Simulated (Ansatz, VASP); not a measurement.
## Al2Cu in VASP and in Ansatz

INCAR

```
ALGO     = Fast           # electronic algorithm
EDIFF    = 1E-6           # SCF threshold, eV
ENCUT    = 520            # plane-wave cutoff, eV
GGA      = PE             # functional
ISIF     = 2              # what is computed and relaxed
ISMEAR   = 0              # smearing method
LASPH    = True           # aspherical terms in the spheres
LCHARG   = True           # write CHGCAR
LELF     = True           # ELF
LREAL    = False          # projectors in reciprocal space
LVHAR    = True         
LWAVE    = False          # write WAVECAR
NBANDS   = 26             # bands
NELM     = 100            # most SCF steps
PREC     = Accurate       # precision mode
SIGMA    = 0.15           # smearing width, eV
```

KPOINTS

```
k-points
0
Gamma
  10 10 10
```

File POSCAR:

```
Al2Cu
1.0
   -3.0261521191      3.0261521191      2.4168500000
    3.0261521191     -3.0261521191      2.4168500000
    3.0261521191      3.0261521191     -2.4168500000
Al Cu
4 2
Direct
    0.1587211657      0.6587211657      0.8174423314
    0.6587211657      0.8412788343      0.5000000000
    0.8412788343      0.3412788343      0.1825576686
    0.3412788343      0.1587211657      0.5000000000
    0.7500000000      0.7500000000      0.0000000000
    0.2500000000      0.2500000000      0.0000000000
```

Input for Ansatz:

```yaml
crystal:
  lattice:
    - [-3.0261521191, 3.0261521191, 2.41685]
    - [3.0261521191, -3.0261521191, 2.41685]
    - [3.0261521191, 3.0261521191, -2.41685]
  atoms:
    - { symbol: Al, position: [0.1587211657, 0.6587211657, 0.8174423314] }
    - { symbol: Al, position: [0.6587211657, 0.8412788343, 0.5] }
    - { symbol: Al, position: [0.8412788343, 0.3412788343, 0.1825576686] }
    - { symbol: Al, position: [0.3412788343, 0.1587211657, 0.5] }
    - { symbol: Cu, position: [0.75, 0.75, 0.0] }
    - { symbol: Cu, position: [0.25, 0.25, 0.0] }
basis:
  ecutwfc: 520.0
kpoints:
  mp_grid: { grid: [10, 10, 10] }
hamiltonian:
  xc: pbe
  pseudopotentials: { kind: paw, azcp: { folder: soft_1 } }
scf:
  occupations: { method: gaussian, width: 0.15 }
output:
  forces: true
  stress: true
  eigenvalues: true
```

Alike in both runs: task single point; functional PBE; k mesh 10 × 10 × 10; occupations gaussian, width 0.15 eV; no spin polarisation.

|  | VASP | Ansatz |
| --- | --- | --- |
| version | VASP 6.6.1 | Ansatz 0.2.0 |
| potentials or method | VASP PAW PBE potentials, release 64 (Al, Cu), cutoff 520 eV | scalar-relativistic, plane waves, PAW |
| valence electrons in the cell | 34 | 50 |

|  | VASP | Ansatz | Ansatz less VASP |
| --- | --- | --- | --- |
| gap on the k mesh at the Fermi level (eV) | none | none | - |
| pressure (GPa) | 1.3 | 1.1 | -0.21 |
| traceless stress, the component that is largest in VASP (GPa) | 0.90 | 0.88 | -0.021 |
| rms of the force components (eV/Å) | 0.019 | 0.018 | -0.0014 |

Atom by atom the forces differ by 0.001 eV/Å (rms over components). A gap of «none» marks a metal or a gap that the smearing closes. With one functional, cell and mesh, what is left measures potentials, basis and numerics. VASP's potentials hold 34 valence electrons a cell and Ansatz's 50, so a difference there can come from the potentials and not from the codes.
